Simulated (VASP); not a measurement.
# Li5Cl3 (Im-3m) in VASP: notebook

Li5Cl3 is run at these levels: PBE; tasks: single point, relaxation of cell and atoms.

Program: VASP 6.6.1. These are calculated values, not measurements. Logs are shortened: lines on timing, memory, paths and dates and some standing lists are left out, and cuts for length are marked.

**1. The cell of the first run**

It takes space group Im-3m (No. 229, cubic). The conventional cell has a = 6.747 Å, b = 6.747 Å, c = 6.747 Å, α = 90.00°, β = 90.00°, γ = 90.00°. Li (site symmetry -3m) has 8 Li at 2.92 to 3.37 Å and 6 Cl at 2.92 Å within 3.8 Å. Li (site symmetry m-3m) has 8 Li at 2.92 Å and 6 Cl at 3.37 Å within 3.8 Å. Cl (site symmetry 4/mmm) has 10 Li at 2.92 to 3.37 Å and 4 Cl at 3.37 Å within 3.8 Å.

The cell was built from a structure type or drawn by symmetry, and may not be a known phase.

**2. Single point, PBE**

Input file INCAR:

```
ALGO = Normal ; EDIFF = 1E-6
ENCUT = 520 ; GGA = PE
ISIF = 2 ; ISMEAR = 0
LASPH = True ; LCHARG = False
LREAL = False ; LWAVE = False
NBANDS = 28 ; NELM = 60
PREC = Accurate ; SIGMA = 0.1
```

Input file KPOINTS:

```
k-points
0
Gamma
  4 4 4
```

Input file POSCAR:

```
Li5Cl3
1.0
   -3.3734515088      3.3734515088      3.3734515088
    3.3734515088     -3.3734515088      3.3734515088
    3.3734515088      3.3734515088     -3.3734515088
Li Cl
5 3
Direct
    0.5000000000      0.5000000000      0.5000000000
    0.0000000000      0.0000000000      0.5000000000
    0.0000000000      0.5000000000      0.0000000000
    0.5000000000      0.0000000000      0.0000000000
    0.0000000000      0.0000000000      0.0000000000
    0.0000000000      0.5000000000      0.5000000000
    0.5000000000      0.0000000000      0.5000000000
    0.5000000000      0.5000000000      0.0000000000
```

Potentials or basis: VASP PAW PBE potentials, release 64 (Li_sv, Cl).

Command:

```sh
$ cat potpaw_PBE.64/Li_sv/POTCAR potpaw_PBE.64/Cl/POTCAR > POTCAR
$ mpirun -np 1 vasp_std > vasp.out
```

OUTCAR:

```text
EDIFF = 1E-6
   ENCUT = 520
   GGA = PE
   ISIF = 2
   ISMEAR = 0
   LASPH = True
   LREAL = False
   NELM = 60
   PREC = Accurate

 ion  position               nearest neighbor table
   1  0.500  0.500  0.500-
   2  0.000  0.000  0.500-
   3  0.000  0.500  0.000-
   4  0.500  0.000  0.000-
   5  0.000  0.000  0.000-
   6  0.000  0.500  0.500-
   7  0.500  0.000  0.500-
   8  0.500  0.500  0.000-

  LATTYP: Found a body centered cubic cell.
 ALAT       =     6.7469030176

  Lattice vectors:

 A1 = (  -3.3734515088,   3.3734515088,   3.3734515088)
 A2 = (   3.3734515088,  -3.3734515088,   3.3734515088)
 A3 = (   3.3734515088,   3.3734515088,  -3.3734515088)

Analysis of symmetry for initial positions (statically):
=====================================================================
 Subroutine PRICEL returns:
 Original cell was already a primitive cell.

 Routine SETGRP: Setting up the symmetry group for a
 body centered cubic supercell.

 Subroutine GETGRP returns: Found 48 space group operations
 (whereof 48 operations were pure point group operations)
 out of a pool of 48 trial point group operations.

The static configuration has the point symmetry O_h .

Analysis of symmetry for dynamics (positions and initial velocities):
=====================================================================
 Subroutine PRICEL returns:
 Original cell was already a primitive cell.

 Routine SETGRP: Setting up the symmetry group for a
 body centered cubic supercell.

 Subroutine GETGRP returns: Found 48 space group operations
 (whereof 48 operations were pure point group operations)
 out of a pool of 48 trial point group operations.

The dynamic configuration has the point symmetry O_h .

 Subroutine INISYM returns: Found 48 space group operations
 (whereof 48 operations are pure point group operations),
 and found     1 'primitive' translations

----------------------------------------------------------------------------------------

                                     Primitive cell

  volume of cell :     153.5619

  direct lattice vectors                    reciprocal lattice vectors
    -3.373451509  3.373451509  3.373451509     0.000000000  0.148216152  0.148216152
     3.373451509 -3.373451509  3.373451509     0.148216152  0.000000000  0.148216152
     3.373451509  3.373451509 -3.373451509     0.148216152  0.148216152  0.000000000

  length of vectors
     5.842989410  5.842989410  5.842989410     0.209609292  0.209609292  0.209609292

  position of ions in fractional coordinates (direct lattice)
     0.500000000  0.500000000  0.500000000
     0.000000000  0.000000000  0.500000000
     0.000000000  0.500000000  0.000000000
     0.500000000  0.000000000  0.000000000
     0.000000000  0.000000000  0.000000000
     0.000000000  0.500000000  0.500000000
     0.500000000  0.000000000  0.500000000
     0.500000000  0.500000000  0.000000000

  ion indices of the primitive-cell ions
   primitive index   ion index
                 1           1
                 2           2
                 3           3
                 4           4
                 5           5
                 6           6
                 7           7
                 8           8

----------------------------------------------------------------------------------------

 KPOINTS: k-points

Automatic generation of k-mesh.
 Grid dimensions read from file:
 generate k-points for:    4    4    4

 Generating k-lattice:

  Cartesian coordinates                     Fractional coordinates (reciprocal lattice)
     0.000000000  0.037054038  0.037054038     0.250000000  0.000000000  0.000000000
     0.037054038  0.000000000  0.037054038     0.000000000  0.250000000  0.000000000
     0.037054038  0.037054038  0.000000000     0.000000000  0.000000000  0.250000000

  Length of vectors
     0.052402323  0.052402323  0.052402323

  Shift w.r.t. Gamma in fractional coordinates (k-lattice)
     0.000000000  0.000000000  0.000000000

 Subroutine IBZKPT returns following result:
 ===========================================

 Found      8 irreducible k-points:

 Following reciprocal coordinates:
            Coordinates               Weight
  0.000000  0.000000  0.000000      1.000000
  0.250000  0.000000  0.000000     12.000000
  0.500000  0.000000  0.000000      6.000000
  0.250000  0.250000  0.000000     24.000000
  0.250000  0.250000  0.250000      2.000000
 -0.250000  0.250000  0.250000      6.000000
  0.500000  0.500000  0.250000     12.000000
  0.500000  0.500000  0.500000      1.000000
   k-points           NKPTS =      8   k-points in BZ     NKDIM =      8   number of bands    NBANDS=     28
   number of dos      NEDOS =    301   number of ions     NIONS =      8
   total plane-waves  NPLWV = 110592
   dimension x,y,z NGX =    48 NGY =   48 NGZ =   48
   dimension x,y,z NGXF=    96 NGYF=   96 NGZF=   96
   ions per type =               5   3
   NGX,Y,Z   is equivalent  to a cutoff of  13.66, 13.66, 13.66 a.u.
   NGXF,Y,Z  is equivalent  to a cutoff of  27.31, 27.31, 27.31 a.u.
 SYSTEM =  unknown system
   PREC   = accura    normal or accurate (medium, high low for compatibility)
   ISTART =      0    job   : 0-new  1-cont  2-samecut
   ICHARG =      2    charge: 1-file 2-atom 10-const
   ISPIN  =      1    spin polarized calculation?
   LNONCOLLINEAR =      F non collinear calculations
   LSORBIT =      F    spin-orbit coupling
   LASPH  =      T    aspherical Exc in radial PAW
   ENCUT  =  520.0 eV  38.22 Ry    6.18 a.u.  10.86 10.86 10.86*2*pi/ulx,y,z
   NELM   =     60;   NELMIN=  2; NELMDL= -5     # of ELM steps
   EDIFF  = 0.1E-05   stopping-criterion for ELM
   LREAL  =      F    real-space projection
   EDIFFG = 0.1E-04   stopping-criterion for IOM
   NSW    =      0    number of steps for IOM
   IBRION =     -1    ionic relax: 0-MD 1-quasi-New 2-CG
   NFREE  =      0    steps in history (QN), initial steepest desc. (CG)
   ISIF   =      2    stress and relaxation
   ISYM   =      2    0-nonsym 1-usesym 2-fastsym
   POTIM  = 0.5000    time-step for ionic-motion
   TEBEG  =    0.0;   TEEND  =   0.0 temperature during run
   PSTRESS=    0.0 pullay stress
   NELECT =      36.0000    total number of electrons
   NUPDOWN=      -1.0000    fix difference up-down
   EMIN   =  10.00;   EMAX   =-10.00  energy-range for DOS
   EFERMI =   0.00;   METHOD = LEGACY
   ISMEAR =     0;   SIGMA  =   0.10  broadening in eV -4-tet -1-fermi 0-gaus
   EFERMI_NEDOS =   21; number of points for ismear=-14 and -15
   IALGO  =     38    algorithm
   IMIX   =      4    mixing-type and parameters
     AMIX     =   0.40;   BMIX     =  1.00
     AMIX_MAG =   1.60;   BMIX_MAG =  1.00
  volume/ion in A,a.u.               =      19.20       129.54
  Fermi-wavevector in a.u.,A,eV,Ry     =   1.009442  1.907568 13.863960  1.018972
  Thomas-Fermi vector in A             =   2.142370
   LORBIT       =      0    0 simple, 1 ext, 2 COOP (PROOUT), +10 PAW based schemes
   GGA     = PE    functional components
   LHFCALC =     F    Hartree Fock is set to
   AEXX    =    0.0000 exact exchange contribution
   IVDW    =     0    specifies the selected vdW correction
   LEPSILON=     F    determine dielectric tensor
   LRPA    =     F    only Hartree local field effects (RPA)
 non-spin polarized calculation
 Gauss-broadening in eV      SIGMA  =   0.10
  energy-cutoff  :      520.00
  volume of cell :      153.56
 maximum number of plane-waves:      4196
 NGX is ok and might be reduce to    48
   NGX = 21   NGY = 21   NGZ = 21

 number of electron      36.0000039 magnetization

 Free energy of the ion-electron system (eV)
  ---------------------------------------------------
  ext. energy  EPLUGINS =         0.00000000
  ---------------------------------------------------
  free energy    TOTEN  =       -22.28171218 eV

  energy without entropy =      -22.27440625  energy(sigma->0) =      -22.27805921

 E-fermi :   3.9468     XC(G=0):  -8.0277

 val. band max:        3.6208576819   @ k =   0.5000   0.0000   0.0000
 cond. band min:       3.9981072701   @ k =   0.2500   0.2500   0.2500
 fundamental gap:      0.3772495883
 Fermi energy:         3.9467678569

 k-point     1 :       0.0000    0.0000    0.0000
  band No.  band energies     occupation
      1     -44.7791      2.00000
      2     -44.7754      2.00000
      3     -44.7754      2.00000
      4     -44.7754      2.00000
      5     -43.6809      2.00000
      6     -13.5279      2.00000
[... 20 lines left out ...]
     27       9.2537      0.00000
     28       9.5021      0.00000

 k-point     2 :       0.2500    0.0000    0.0000
  band No.  band energies     occupation
      1     -44.7786      2.00000
      2     -44.7760      2.00000
      3     -44.7755      2.00000
      4     -44.7755      2.00000
      5     -43.6809      2.00000
      6     -13.4517      2.00000
[... 20 lines left out ...]
     27       8.6451      0.00000
     28       8.8597      0.00000

 k-point     3 :       0.5000    0.0000    0.0000
  band No.  band energies     occupation
      1     -44.7773      2.00000
      2     -44.7773      2.00000
      3     -44.7754      2.00000
      4     -44.7754      2.00000
      5     -43.6810      2.00000
      6     -13.3208      2.00000
[... 20 lines left out ...]
     27       8.3924      0.00000
     28       8.5330      0.00000

 k-point     4 :       0.2500    0.2500    0.0000
  band No.  band energies     occupation
      1     -44.7776      2.00000
      2     -44.7764      2.00000
      3     -44.7763      2.00000
      4     -44.7751      2.00000
      5     -43.6810      2.00000
      6     -13.3259      2.00000
[... 20 lines left out ...]
     27       8.3093      0.00000
     28       8.8007      0.00000

 k-point     5 :       0.2500    0.2500    0.2500
  band No.  band energies     occupation
      1     -44.7764      2.00000
      2     -44.7764      2.00000
      3     -44.7763      2.00000
      4     -44.7763      2.00000
      5     -43.6810      2.00000
      6     -13.1353      2.00000
[... 20 lines left out ...]
     27       8.2989      0.00000
     28       8.3955      0.00000

 k-point     6 :      -0.2500    0.2500    0.2500
  band No.  band energies     occupation
      1     -44.7782      2.00000
      2     -44.7764      2.00000
      3     -44.7764      2.00000
      4     -44.7746      2.00000
      5     -43.6810      2.00000
      6     -13.4033      2.00000
[... 20 lines left out ...]
     27       8.1670      0.00000
     28       8.1670      0.00000

 k-point     7 :       0.5000    0.5000    0.2500
  band No.  band energies     occupation
      1     -44.7773      2.00000
      2     -44.7772      2.00000
      3     -44.7767      2.00000
      4     -44.7743      2.00000
      5     -43.6810      2.00000
      6     -13.3113      2.00000
[... 20 lines left out ...]
     27       9.0127      0.00000
     28       9.2730      0.00000

 k-point     8 :       0.5000    0.5000    0.5000
  band No.  band energies     occupation
      1     -44.7773      2.00000
      2     -44.7773      2.00000
      3     -44.7773      2.00000
      4     -44.7738      2.00000
      5     -43.6811      2.00000
      6     -13.3017      2.00000
[... 20 lines left out ...]
     27      10.3042      0.00000
     28      10.3043      0.00000

------------------------ aborting loop because EDIFF is reached ----------------------------------------

  FORCE on cell =-STRESS in cart. coord.  units (eV):
  Direction    XX          YY          ZZ          XY          YZ          ZX
  --------------------------------------------------------------------------------------
  -------------------------------------------------------------------------------------
  Total       -0.1982422     -0.1982422     -0.1982422     -0.0000000      0.0000000      0.0000000
  in kB       -2.0683466     -2.0683466     -2.0683466     -0.0000000      0.0000000      0.0000000
  external PRESSURE =      -2.0683466 kB  Pullay stress =       0.0000000 kB

 VOLUME and BASIS-vectors are now :
 -----------------------------------------------------------------------------
  energy-cutoff  :      520.00
  volume of cell :      153.56
      direct lattice vectors                 reciprocal lattice vectors
    -3.373451509  3.373451509  3.373451509     0.000000000  0.148216152  0.148216152
     3.373451509 -3.373451509  3.373451509     0.148216152  0.000000000  0.148216152
     3.373451509  3.373451509 -3.373451509     0.148216152  0.148216152  0.000000000

 POSITION                                       TOTAL-FORCE (eV/Angst)
 -----------------------------------------------------------------------------------
      1.68673      1.68673      1.68673         0.000000      0.000000      0.000000
      1.68673      1.68673     -1.68673        -0.000000      0.000000     -0.000000
      1.68673     -1.68673      1.68673         0.000000     -0.000000      0.000000
     -1.68673      1.68673      1.68673        -0.000000     -0.000000      0.000000
      0.00000      0.00000      0.00000        -0.000000     -0.000000     -0.000000
      3.37345      0.00000      0.00000        -0.000000      0.000000      0.000000
      0.00000      3.37345      0.00000         0.000000      0.000000     -0.000000
      0.00000      0.00000      3.37345        -0.000000     -0.000000     -0.000000
 -----------------------------------------------------------------------------------
    total drift:                                0.000000      0.000000     -0.000000

  FREE ENERGIE OF THE ION-ELECTRON SYSTEM (eV)
  ---------------------------------------------------
  free  energy   TOTEN  =       -22.2817121806 eV

  energy  without entropy=      -22.2744062475  energy(sigma->0) =      -22.27805921
```

Run time: 60 s. Hardware: 1 thread of Intel Xeon 8259CL, shared host; peak memory 0.31 GiB.

What came out:

```
Free energy            : -22.2817 eV
Band gap on the k mesh : zero (filled and empty bands touch)
```

Caveat: the cutoff is under 1.25 times the usual one of these potentials, so pressure, stress and relaxed cells hold a basis-set (Pulay) error.

**3. Single point, PBE**

This run uses another cell than the first one, of 19.04 Å³/atom.

Input file INCAR:

```
SYSTEM = Li5Cl3
ALGO     = Normal         ! electronic algorithm
EDIFF    = 1E-6           ! SCF threshold, eV
ENCUT    = 520            ! plane-wave cutoff, eV
GGA      = PE             ! functional
ISIF     = 2              ! what is computed and relaxed
ISMEAR   = 0              ! smearing method
LASPH    = .TRUE.         ! aspherical terms in the spheres
LCHARG   = .FALSE.        ! write CHGCAR
LREAL    = .FALSE.        ! projectors in reciprocal space
LWAVE    = .FALSE.        ! write WAVECAR
NBANDS   = 28             ! bands
NELM     = 80             ! most SCF steps
PREC     = Accurate       ! precision mode
SIGMA    = 0.1            ! smearing width, eV
```

Input file KPOINTS:

```
k-points
0
G
  8 8 8
  0 0 0
```

POSCAR: that of step 2 with these lines changed.

```diff
@@ -2,5 +2,5 @@
 1.0
-   -3.3734515088      3.3734515088      3.3734515088
-    3.3734515088     -3.3734515088      3.3734515088
-    3.3734515088      3.3734515088     -3.3734515088
+   -3.3643570245      3.3643570245      3.3643570245
+    3.3643570245     -3.3643570245      3.3643570245
+    3.3643570245      3.3643570245     -3.3643570245
 Li Cl
```

Potentials or basis: VASP PAW PBE potentials, release 64 (Li_sv, Cl).

Command:

```sh
$ cat potpaw_PBE.64/Li_sv/POTCAR potpaw_PBE.64/Cl/POTCAR > POTCAR
$ mpirun -np 1 vasp_std > vasp.out
```

Run time: 3.3 min. Hardware: 1 thread of Intel Xeon 8259CL, shared host; peak memory 0.35 GiB.

It converged, with:

```yaml
Free_energy: -22.3041 eV
Band_gap_on_the_k_mesh: zero (filled and empty bands touch)
```

Levels at points of the mesh, in eV from the Fermi level:
| k point | band 16 | band 17 | band 18 | band 19 | band 20 | band 21 |
| --- | --- | --- | --- | --- | --- | --- |
| (0.00, 0.00, 0.00) | -4.14 | -4.14 | -1.97 | 1.67 | 1.67 | 1.67 |
| (0.50, 0.00, 0.00) | -5.15 | -4.11 | -0.27 | 0.18 | 0.21 | 1.15 |
| (0.50, 0.50, 0.50) | -4.07 | -4.07 | -1.80 | 1.73 | 1.73 | 1.73 |

Caveat: the cutoff is under 1.25 times the usual one of these potentials, so pressure, stress and relaxed cells hold a basis-set (Pulay) error.

**4. Relaxation of cell and atoms, PBE**

Input file INCAR:

```
PREC     = Accurate       # precision mode
ENCUT    = 600            # plane-wave cutoff, eV
EDIFF    = 1E-6           # SCF threshold, eV
ISMEAR   = 0              # smearing method
SIGMA    = 0.1            # smearing width, eV
LREAL    = False          # projectors in reciprocal space
LASPH    = True           # aspherical terms in the spheres
NELM     = 60             # most SCF steps
ALGO     = Normal         # electronic algorithm
ISIF     = 3              # what is computed and relaxed
LWAVE    = False          # write WAVECAR
LCHARG   = False          # write CHGCAR
GGA      = PE             # functional
IBRION   = 2              # ionic algorithm
NSW      = 100            # ionic steps
EDIFFG   = -0.01          # ionic threshold
```

Input file KPOINTS:

```
Automatic mesh
0
Gamma
  8 8 8
```

POSCAR: that of step 3 with these lines changed.

```diff
@@ -2,5 +2,5 @@
 1.0
-   -3.3643570245      3.3643570245      3.3643570245
-    3.3643570245     -3.3643570245      3.3643570245
-    3.3643570245      3.3643570245     -3.3643570245
+   -3.3734515088      3.3734515088      3.3734515088
+    3.3734515088     -3.3734515088      3.3734515088
+    3.3734515088      3.3734515088     -3.3734515088
 Li Cl
```

Command:

```sh
$ cat potpaw_PBE.64/Li_sv/POTCAR potpaw_PBE.64/Cl/POTCAR > POTCAR
$ mpirun -np 1 vasp_std > vasp.out
```

Run time: 5.7 min. Hardware: 1 thread of Intel Xeon 8259CL, shared host; peak memory 0.38 GiB.

It converged, with:

| Item | Value |
| --- | --- |
| Free energy | -22.3036 eV |
| Relaxed volume | 18.95 Å³/atom |
| Relaxed cell | a = 5.818 Å, b = 5.818 Å, c = 5.818 Å, α = 109.47°, β = 109.47°, γ = 109.47° |
| Space group after relaxing (to 0.1 Å) | Im-3m (No. 229) |
| Energy gained by relaxing | 0.2 meV/atom |
| Ionic steps | 3 |
| Pressure after relaxing | 0.0 GPa |
| Band gap on the k mesh | zero (filled and empty bands touch) |

Step by step:
```csv
step,energy change (eV),largest force (eV/Å),pressure (GPa),volume (Å³)
1,0.0000,0.0000,-0.27,153.56
2,-0.0010,0.0000,-0.17,152.85
3,-0.0017,0.0000,-0.01,151.61
```

Final structure:
```yaml
crystal:
  lattice:
    - [-3.35911, 3.35911, 3.35911]
    - [3.35911, -3.35911, 3.35911]
    - [3.35911, 3.35911, -3.35911]
  atoms:
    - { symbol: Li, position: [0.50000, 0.50000, 0.50000] }
    - { symbol: Li, position: [0.00000, 0.00000, 0.50000] }
    - { symbol: Li, position: [0.00000, 0.50000, 0.00000] }
    - { symbol: Li, position: [0.50000, 0.00000, 0.00000] }
    - { symbol: Li, position: [0.00000, 0.00000, 0.00000] }
    - { symbol: Cl, position: [0.00000, 0.50000, 0.50000] }
    - { symbol: Cl, position: [0.50000, 0.00000, 0.50000] }
    - { symbol: Cl, position: [0.50000, 0.50000, 0.00000] }
```

Levels at points of the mesh, in eV from the Fermi level:
| k point | band 16 | band 17 | band 18 | band 19 | band 20 | band 21 |
| --- | --- | --- | --- | --- | --- | --- |
| (0.00, 0.00, 0.00) | -4.14 | -4.14 | -1.97 | 1.67 | 1.67 | 1.67 |
| (0.50, 0.00, 0.00) | -5.16 | -4.12 | -0.27 | 0.19 | 0.21 | 1.15 |
| (0.50, 0.50, 0.50) | -4.08 | -4.08 | -1.80 | 1.72 | 1.72 | 1.72 |

Caveat: the cutoff is under 1.25 times the usual one of these potentials, so pressure, stress and relaxed cells hold a basis-set (Pulay) error.

**5. Summary**

| task | cell | k mesh | cutoff (eV) | gap on the mesh (eV) |
| --- | --- | --- | --- | --- |
| single point | a = 5.843 Å, angles 109.5°, 8 atoms | 4 × 4 × 4 | 520 | none |
| single point | a = 5.827 Å, angles 109.5°, 8 atoms | 8 × 8 × 8 | 520 | none |
| relaxation of cell and atoms | relaxed from a = 5.843 Å, angles 109.5°, 8 atoms | 8 × 8 × 8 | 600 | none |

Alike in all rows: level PBE; potentials or basis VASP PAW PBE potentials, release 64 (Li_sv, Cl); no spin polarisation; smearing gaussian 0.1 eV.

Caveats: the cutoff is under 1.25 times the usual one of these potentials, so pressure, stress and relaxed cells hold a basis-set (Pulay) error.

Total energies depend on the potentials used, so only differences within one code and one set of settings carry meaning.
